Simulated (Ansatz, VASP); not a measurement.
# One calculation of Sr, two programs

The input INCAR:

```
PREC = Accurate ; ENCUT = 500
EDIFF = 1E-6 ; ISMEAR = -1
SIGMA = 0.1 ; LREAL = F
LASPH = T ; NELM = 120
ALGO = Normal ; ISIF = 2
LWAVE = F ; LCHARG = F
GGA = PE ; NBANDS = 17
GGA_COMPAT = F
```

File KPOINTS:

```
regular mesh
0
Gamma
  3 3 1
```

POSCAR

```
Sr
1.0
    4.3100002207      0.0000000000      0.0000000000
   -2.1550001104      3.7325696814      0.0000000000
    0.0000000000      0.0000000000      7.0500000000
Sr
2
Direct
    0.3333333333      0.6666666667      0.2500000000
    0.6666666667      0.3333333333      0.7500000000
```

Input for Ansatz:

```yaml
crystal:
  lattice:
    - [4.3100002207, 0.0, 0.0]
    - [-2.1550001104, 3.7325696814, 0.0]
    - [0.0, 0.0, 7.05]
  atoms:
    - { symbol: Sr, position: [0.3333333333, 0.6666666667, 0.25] }
    - { symbol: Sr, position: [0.6666666667, 0.3333333333, 0.75] }
basis:
  ecutwfc: 420
kpoints:
  mp_grid: { grid: [3, 3, 1] }
hamiltonian:
  xc: pbe
scf:
  occupations: { method: fermi_dirac }
  mixing: { algorithm: msr1, ndim: 1, preconditioner: kerker }
  initial_density: { chi_scale: 0, normalization: atom }
  max_iter: 70
output:
  forces: true
  stress: true
  eigenvalues: true
  dos: {}
```

Alike in both runs: task single point; functional PBE; k mesh 3 × 3 × 1; no spin polarisation.

|  | VASP | Ansatz |
| --- | --- | --- |
| version | VASP 6.6.1 | Ansatz 0.2.0 |
| potentials or method | VASP PAW PBE potentials, release 64 (Sr_sv), cutoff 500 eV | scalar-relativistic, plane waves, PAW |
| occupations | fermi-dirac, width 0.1 eV | fermi-dirac |
| valence electrons in the cell | 20 | 20 |

|  | VASP | Ansatz | Ansatz less VASP |
| --- | --- | --- | --- |
| gap on the k mesh at the Fermi level (eV) | none | none | - |
| pressure (GPa) | -0.3 | -0.3 | +0.01 |
| traceless stress, the component that is largest in VASP (GPa) | -1.39 | -1.38 | +0.012 |

A gap of «none» marks a metal or a gap that the smearing closes.

The k mesh is coarse, so the values compare programs but aren't converged.
